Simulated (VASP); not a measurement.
Set up this calculation in VASP 6.6.1, as the native input.

```yaml
Task: relaxation of cell and atoms
Functional: PBEsol
Potentials_or_basis: VASP PAW PBE potentials, release 64 (Ni, Si)
Cutoff: 600 eV
k_mesh: 9 × 8 × 6
Occupations: fermi-dirac, width 0.05 eV
Spin: collinear spin, ferromagnetic start
Starting_moments: "[1.0, 1.0, 0.0, 0.0] μB"
Target_pressure: 10 GPa
Dipole_correction: no
Further_INCAR_settings: ALGO = Normal; EDIFF = 1e-06; IBRION = 2; EDIFFG = -0.02; NSW = 80; ISIF = 3
```

The structure of SiNi lies in POSCAR:

```
SiNi
1.0
    2.9427706600      0.0000000000      0.0000000000
    0.0000000000      3.2803255400      0.0000000000
    0.0000000000      0.0000000000      4.6774467600
Ni Si
2 2
Direct
    0.5000000000      0.5000000000      0.3424955900
    0.0000000000      0.0000000000      0.6575044100
    0.5000000000      0.5000000000      0.8431431600
    0.0000000000      0.0000000000      0.1568568400
```

One way to write it, as run:

INCAR

```
SYSTEM = SiNi
PREC = Accurate
ENCUT = 600
EDIFF = 1E-6
ISMEAR = -1
SIGMA = 0.05
LREAL = .FALSE.
LASPH = .TRUE.
NELM = 150
ALGO = Normal
ISIF = 3
LWAVE = .FALSE.
LCHARG = .FALSE.
ISPIN = 2
MAGMOM = 1 1 0 0
LORBIT = 11
LMAXMIX = 4
GGA = PS
IBRION = 2
NSW = 80
EDIFFG = -0.02
PSTRESS = 100.0
```

KPOINTS

```
Automatic mesh
0
G
  9 8 6
  0 0 0
```

Potentials or basis: VASP PAW PBE potentials, release 64 (Ni, Si).

Launch:

```console
$ cat potpaw_PBE.64/Ni/POTCAR potpaw_PBE.64/Si/POTCAR > POTCAR
$ mpirun -np 1 vasp_std > vasp.out
```

Results of the run:

```json
{
  "Relaxed volume": "10.78 Å³/atom",
  "Relaxed cell": "a = 2.874 Å, b = 3.248 Å, c = 4.618 Å, α = 90.00°, β = 90.00°, γ = 90.00°",
  "Space group after relaxing (to 0.1 Å)": "Pmmn (No. 59)",
  "Energy change on relaxing (the run minimises the enthalpy)": "+16.1 meV/atom",
  "Ionic steps": "10",
  "Pressure after relaxing": "10.1 GPa",
  "Largest force after relaxing": "0.014 eV/Å",
  "Band gap on the k mesh": "zero (filled and empty bands overlap)",
  "Net moment": "0.00 μB per cell",
  "Valence electrons inside the program's atomic spheres": "Ni 9.70; Si 1.65"
}
```

Caveat: the cell is relaxed towards a set pressure, so the run minimises the enthalpy, not the energy; the PAW data sets were made with another functional, which shifts forces and pressure a little.

Run time: 22 min on 1 thread of Oxide Virtual Turin-like Processor, on a shared host, peak memory 0.28 GiB.
